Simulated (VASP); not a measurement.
SiC, 4 atoms in the cell. The structure is hexagonal, space group P6_3mc (No. 186). Conventional cell: a = 3.249 Å, b = 3.249 Å, c = 5.331 Å, α = 90.00°, β = 90.00°, γ = 120.00°. Within 2.6 Å of Si (site symmetry 3m) lie 4 C at 1.99 to 2.01 Å. C (site symmetry 3m) has 4 Si at 1.99 to 2.01 Å within 2.6 Å. 

```yaml
Program: VASP 6.6.1
Task: single point
Functional: PBE
Potentials_or_basis: VASP PAW PBE potentials, release 64 (Si, C)
Cutoff: 520 eV
k_mesh: 12 × 12 × 6
Occupations: gaussian, width 0.05 eV
Spin: no spin polarisation
Dipole_correction: no
Further_INCAR_settings: ALGO = Normal; EDIFF = 1e-06; NBANDS = 16
```

Potentials or basis: VASP PAW PBE potentials, release 64 (Si, C).

Command:

```console
$ cat potpaw_PBE.64/Si/POTCAR potpaw_PBE.64/C/POTCAR > POTCAR
$ mpirun -np 1 vasp_std > vasp.out
```

Hardware: 1 thread of Intel(R) Xeon(R) Platinum 8488C (Sapphire Rapids) (shared host).

How long does it take, and how much memory?

It took 28 s on 1 thread of Intel(R) Xeon(R) Platinum 8488C (Sapphire Rapids), on a shared host, peak memory 0.18 GiB. Counts: scf iterations 13, k points 76.
